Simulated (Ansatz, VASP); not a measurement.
**One calculation of AlH6C2, two programs**

```xyz
9
Lattice="15.0000 0.0000 0.0000 0.0000 15.5000 0.0000 0.0000 0.0000 16.0000" Properties=species:S:1:pos:R:3 pbc="T T T"
Al    7.4986    7.7423    6.9592
C     9.1948    7.7476    7.9827
C     5.7904    7.7509    7.9584
H     9.0071    7.7156    9.0669
H     9.8260    6.8874    7.7146
H     9.7843    8.6503    7.7616
H     4.8920    7.7631    7.3298
H     5.7453    6.8603    8.6069
H     5.7615    8.6325    8.6199
```

Alike in both runs: functional PBE; dispersion D3(BJ); k mesh 1 × 1 × 1; occupations gaussian, width 0.005 eV; collinear spin.

Ansatz relaxed the structure, and its values are those at the end. VASP's run is a single point on that final structure, the one shown.

|  | VASP | Ansatz |
| --- | --- | --- |
| version | VASP 6.6.1 | Ansatz 0.2.0 |
| potentials or method | VASP PAW PBE potentials, release 64 (Al, C, H), cutoff 520 eV | scalar-relativistic, plane waves, PAW |
| valence electrons in the cell | 17 | 17 |

VASP gave:

- gap on the k mesh at the Fermi level (eV): 1.47
- rms of the force components (eV/Å): 0.013
- net moment per atom (μB): 0.11
- size of the moment on the site where the two differ most (μB): 0.16

Question: What did Ansatz give for the same quantities?

Answer: gap on the k mesh at the Fermi level (eV): 1.47; rms of the force components (eV/Å): 0.001; net moment per atom (μB): 0.11; size of the moment on the site where the two differ most (μB): 0.09.

Site moments also hang on the region over which each program counts them.
